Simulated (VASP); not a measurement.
Set up this calculation in VASP 6.6.1, as the native input.

```
Task                   : single point
Functional             : PBE
Potentials or basis    : VASP PAW PBE potentials, release 64 (Pb_d, I)
Cutoff                 : 500 eV
k mesh                 : 7 × 7 × 4
Occupations            : fermi-dirac, width 0.03 eV
Spin                   : no spin polarisation
Dipole correction      : no
Further INCAR settings : ALGO = Normal; EDIFF = 1e-06; NBANDS = 21
```

The structure of PbI2 lies in POSCAR:

```
PbI2
1.0
    4.2953400936      0.0000000000      0.0000000000
   -2.1476700468      3.7198736390      0.0000000000
    0.0000000000      0.0000000000      6.6951808041
Pb I
1 2
Direct
    0.0000000000      0.0000000000      0.0000000000
    0.6666666667      0.3333333333      0.7081779036
    0.3333333333      0.6666666667      0.2918220964
```

One way to write it, as run:

INCAR

```
PREC     = Accurate       # precision mode
ENCUT    = 500            # plane-wave cutoff, eV
EDIFF    = 1E-6           # SCF threshold, eV
ISMEAR   = -1             # smearing method
SIGMA    = 0.03           # smearing width, eV
LREAL    = F              # projectors in reciprocal space
LASPH    = T              # aspherical terms in the spheres
NELM     = 120            # most SCF steps
ALGO     = Normal         # electronic algorithm
ISIF     = 2              # what is computed and relaxed
LWAVE    = F              # write WAVECAR
LCHARG   = F              # write CHGCAR
GGA      = PE             # functional
NBANDS   = 21             # bands
GGA_COMPAT= F
```

KPOINTS

```
regular mesh
0
Gamma
  7 7 4
```

Potentials or basis: VASP PAW PBE potentials, release 64 (Pb_d, I).

Command:

```bash
$ cat potpaw_PBE.64/Pb_d/POTCAR potpaw_PBE.64/I/POTCAR > POTCAR
$ mpirun -np 1 vasp_std > vasp.out
```

Results of the run:

The pressure is 5.5 GPa and the band gap on the k mesh is 1.90 eV.

Caveat: the cell stands under pressure; spin-orbit coupling is left out, which moves the levels of the heavy elements; an odd mesh through Γ misses points on the zone boundary, where band edges can lie.

Wall time 73 s on 1 thread of AMD EPYC 7R43 64-Core Processor (Zen 3), on a shared host, peak memory 0.21 GiB.
